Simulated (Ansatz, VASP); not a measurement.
WS2 in VASP and in Ansatz

```xyz
3
Lattice="3.1458 0.0000 0.0000 -1.5729 2.7243 0.0000 0.0000 0.0000 16.9534" Properties=species:S:1:pos:R:3 pbc="T T T"
W     0.0000    1.8162    0.0000
S     1.5729    0.9081   15.2865
S     1.5729    0.9081    1.4669
```

Change from the starting cell: all S atoms moved -0.100 Å, as atom 2 towards its neighbour atom 3 (S) at 3.134 Å.

Alike in both runs: task single point; functional PBEsol; k mesh 12 × 12 × 2; occupations gaussian, width 0.05 eV; no spin polarisation.

```csv
,VASP,Ansatz
version,VASP 6.6.1,Ansatz 0.2.0
potentials or method,"VASP PAW PBE potentials, release 64 (W_sv, S), cutoff 520 eV","scalar-relativistic, plane waves, PAW"
valence electrons in the cell,26,26
```

```tsv
	VASP	Ansatz	Ansatz less VASP
gap on the k mesh at the Fermi level (eV)	1.86	1.85	-0.014
least direct gap on the mesh (eV)	1.94	1.94	-0.005
rms of the force components (eV/Å)	1.366	1.361	-0.0041
```

VASP's potentials were made for PBE, not for PBEsol. Atom by atom the forces differ by 0.011 eV/Å (rms over components).

Neither program's run includes spin-orbit coupling.
